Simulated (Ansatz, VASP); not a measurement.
# BaTiO3 in VASP and in Ansatz

The input POSCAR:

```
BaTiO3
1.0
    3.9951440239      0.0000000000      0.0000000000
    0.0000000000      2.8424767275      2.8480072467
    0.0000000000     -2.8424767275      2.8480072467
Ba Ti O
1 1 3
Direct
    0.0000000000      0.0044061013      0.0044061013
    0.5000000000      0.5135753574      0.5135753574
    0.0000000000      0.4947134011      0.4947134011
    0.5000000000      0.4954342955      0.9880908446
    0.5000000000      0.9880908446      0.4954342955
```

The input INCAR.step1:

```
  ALGO = Normal
  EDIFF = 1E-4
  ENCUT = 520
  GGA = PE
  ISMEAR = 0
  LASPH = T
  LCHARG = F
  LDAU = T
  LDAUJ = 0 0 0
  LDAUL = -1 2 -1
  LDAUTYPE = 2
  LDAUU = 0 4 0
  LMAXMIX = 4
  LREAL = F
  LWAVE = T
  NBANDS = 28
  NELM = 150
  PREC = Accurate
  SIGMA = 0.05
```

File INCAR.step2:

```
  ALGO = Normal
  EDIFF = 1E-6
  ENCUT = 520
  ISIF = 2
  ISMEAR = 0
  ISTART = 1
  LASPH = T
  LCHARG = T
  LDAU = T
  LDAUJ = 0 0 0
  LDAUL = -1 2 -1
  LDAUPRINT = 1
  LDAUTYPE = 2
  LDAUU = 0 4 0
  LELF = T
  LMAXMIX = 4
  LMIXTAU = T
  LREAL = F
  LVHAR = T
  LWAVE = F
  METAGGA = R2SCAN
  NBANDS = 28
  NELM = 150
  PREC = Accurate
  SIGMA = 0.05
```

The input KPOINTS:

```
k-points
0
Gamma
  6 6 6
```

Input for Ansatz:

```yaml
crystal:
  lattice:
    - [3.9951440239, 0.0, 0.0]
    - [0.0, 2.8424767275, 2.8480072467]
    - [0.0, -2.8424767275, 2.8480072467]
  atoms:
    - { symbol: Ba, position: [0.0, 0.0044061013, 0.0044061013] }
    - { symbol: Ti, position: [0.5, 0.5135753574, 0.5135753574] }
    - { symbol: O, position: [0.0, 0.4947134011, 0.4947134011] }
    - { symbol: O, position: [0.5, 0.4954342955, 0.9880908446] }
    - { symbol: O, position: [0.5, 0.9880908446, 0.4954342955] }
basis:
  ecutwfc: 500
kpoints:
  mp_grid: { grid: [6, 6, 6] }
hamiltonian:
  xc: r2scan
  hubbard: { sites: [{ species: Ti, l: d, u_eff: 4.0 }] }
scf:
  occupations: { method: gaussian, width: 0.05 }
output:
  forces: true
  stress: true
  eigenvalues: true
  write_density: true
  write_potential: true
  elf: true
  volumetric_format: npy
```

Alike in both runs: task single point; functional r2SCAN; k mesh 6 × 6 × 6; occupations gaussian, width 0.05 eV; no spin polarisation; Hubbard terms Ti d U = 4.0 eV.

|  | VASP | Ansatz |
| --- | --- | --- |
| version | VASP 6.6.1 | Ansatz 0.2.0 |
| potentials or method | VASP PAW PBE potentials, release 64 (Ba_sv, Ti_sv, O), cutoff 520 eV | scalar-relativistic, plane waves, PAW |
| valence electrons in the cell | 40 | 40 |

|  | VASP | Ansatz | Ansatz less VASP |
| --- | --- | --- | --- |
| gap on the k mesh at the Fermi level (eV) | 2.83 | 2.82 | -0.004 |
| least direct gap on the mesh (eV) | 3.15 | 3.11 | -0.034 |
| pressure (GPa) | 3.8 | 0.0 | -3.85 |
| traceless stress, the component that is largest in VASP (GPa) | 0.19 | 0.00 | -0.189 |
| rms of the force components (eV/Å) | 0.193 | 0.000 | -0.1928 |

VASP's potentials were made for PBE, not for r2SCAN. The programs project onto different local orbitals, so the same U acts differently, and such runs can settle in different states. Atom by atom the forces differ by 0.193 eV/Å (rms over components).

Neither program's run includes spin-orbit coupling.
